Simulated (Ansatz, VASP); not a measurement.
## One calculation of Pt, two programs

```
Pt
1.0
     2.72550    0.00000    0.00000
    -1.36275    2.36035    0.00000
     0.00000    0.00000    4.70451
Pt
2
Direct
  0.66667 0.33333 0.75000
  0.33333 0.66667 0.25000
```

Alike in both runs: functional PBEsol; k mesh 18 × 18 × 9; occupations gaussian, width 0.1 eV; no spin polarisation.

Ansatz relaxed the structure, and its values are those at the end. VASP's run is a single point on that final structure, the one shown.

```csv
,VASP,Ansatz
version,VASP 6.6.1,Ansatz 0.2.0
potentials or method,"VASP PAW PBE potentials, release 64 (Pt), cutoff 500 eV","plane waves, PAW"
valence electrons in the cell,20,36
```

VASP gave:

```
pressure (GPa) : -0.4
```

**Question.** What did Ansatz give for the same quantities?

**Answer.** Pressure (GPa): 0.0.

VASP's potentials were made for PBE, not for PBEsol. The functional is the same, so the differences come from potentials, cutoffs and numerics. VASP's potentials hold 20 valence electrons a cell and Ansatz's 36, so a difference there can come from the potentials and not from the codes.

Neither program's run includes spin-orbit coupling.
